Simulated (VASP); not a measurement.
## Y: electric field gradients with LDA

Y:

```
Y
1.0
     3.65150    0.03651    0.03651
    -1.79413    3.14403    0.01337
     0.05747    0.05747    5.74740
Y
2
Direct
  0.33333 0.66667 0.25000
  0.66667 0.33333 0.75000
```

This cell differs from its parent crystal: equal xy, yz and zx shear strains of +2 %.

* Program: VASP 6.6.1
* Task: electric field gradients
* Functional: LDA
* Potentials or basis: VASP PAW LDA potentials, release 64 (Y_sv)
* Cutoff: 400 eV
* k mesh: 12 × 12 × 7
* Occupations: fermi-dirac, width 0.08 eV
* Spin: no spin polarisation
* Dipole correction: no
* Further INCAR settings: ALGO = Normal; EDIFF = 1e-08; NBANDS = 18

The pressure is -4.0 GPa, the largest force is 0.019 eV/Å and the band gap on the k mesh is zero (bands 11 and 12 overlap by 1.35 eV). The largest electric field gradient by atom is Y +25.4 V/Å².

Forces in eV/Å, atoms in the order of the input:
```
Y   -0.019  0.000  0.003
Y    0.019  0.000 -0.003
```

Stress tensor (GPa, compression positive):
```
-3.83 -0.53 -0.45
-0.53 -3.82 -0.45
-0.45 -0.45 -4.37
```

Levels at points of the mesh, in eV from the Fermi level:
```csv
k point,band 7,band 8,band 9,band 10,band 11,band 12,band 13,band 14,band 15,band 16
"(0.00, 0.00, 0.00)",-22.31,-22.29,-4.66,-1.87,0.92,1.56,1.82,1.94,2.15,2.39
"(0.50, 0.00, 0.00)",-22.43,-22.36,-1.71,-1.18,-0.81,-0.11,1.30,1.51,1.96,4.88
"(0.00, 0.50, 0.00)",-22.44,-22.37,-1.67,-1.18,-0.81,-0.06,1.29,1.45,2.03,4.90
"(0.50, 0.50, 0.00)",-22.44,-22.38,-1.65,-1.17,-0.81,-0.02,1.29,1.39,2.09,4.94
```

Electric field gradients, principal values (V/Å²):
```tsv
atom	least	middle	greatest (by size)
1 Y	-8.308	-17.059	25.368
2 Y	-8.308	-17.059	25.368
```

Wall time 2.4 min on 1 thread of Intel(R) Xeon(R) 6975P-C (Granite Rapids) (shared host), peak memory 0.45 GiB.

Caveat: the cell differs from its parent crystal (equal xy, yz and zx shear strains of +2 %); the cell stands under tension; without QUAD_EFG the Cq values of the log hold for a quadrupole moment of 1 mb, not for the nuclei.
